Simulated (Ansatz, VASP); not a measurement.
# One calculation of Mg2Si3N3, two programs

```xyz
8
Lattice="2.7562 0.0000 0.0000 0.0000 7.5692 0.0000 0.0000 0.0000 7.5668" Properties=species:S:1:pos:R:3 pbc="T T T"
Mg    1.3781    6.1468    3.7834
Mg    1.3781    1.4224    3.7834
Si    0.0000    6.3147    0.0000
Si    0.0000    1.2544    0.0000
Si    0.0000    3.7846    3.7834
N     1.3781    0.0000    0.8491
N     1.3781    0.0000    6.7176
N     0.0000    0.0000    3.7834
```

Alike in both runs: functional PBE; k mesh 5 × 3 × 3; occupations gaussian, width 0.2 eV; no spin polarisation.

Ansatz relaxed the structure, and its values are those at the end. VASP's run is a single point on that final structure, the one shown.

```csv
,VASP,Ansatz
version,VASP 6.6.1,Ansatz 0.2.0
potentials or method,"VASP PAW PBE potentials, release 64 (Mg, Si, N), cutoff 600 eV","scalar-relativistic, plane waves, PAW"
valence electrons in the cell,31,47
```

```csv
,VASP,Ansatz,Ansatz less VASP
gap on the k mesh at the Fermi level (eV),none,none,-
pressure (GPa),0.3,0.3,+0.06
rms of the force components (eV/Å),0.024,0.014,-0.0096
```

A gap of «none» marks a metal or a gap that the smearing closes. VASP's potentials hold 31 valence electrons a cell and Ansatz's 47, so a difference there can come from the potentials and not from the codes.

The k mesh is coarse, so the values compare programs but aren't converged.
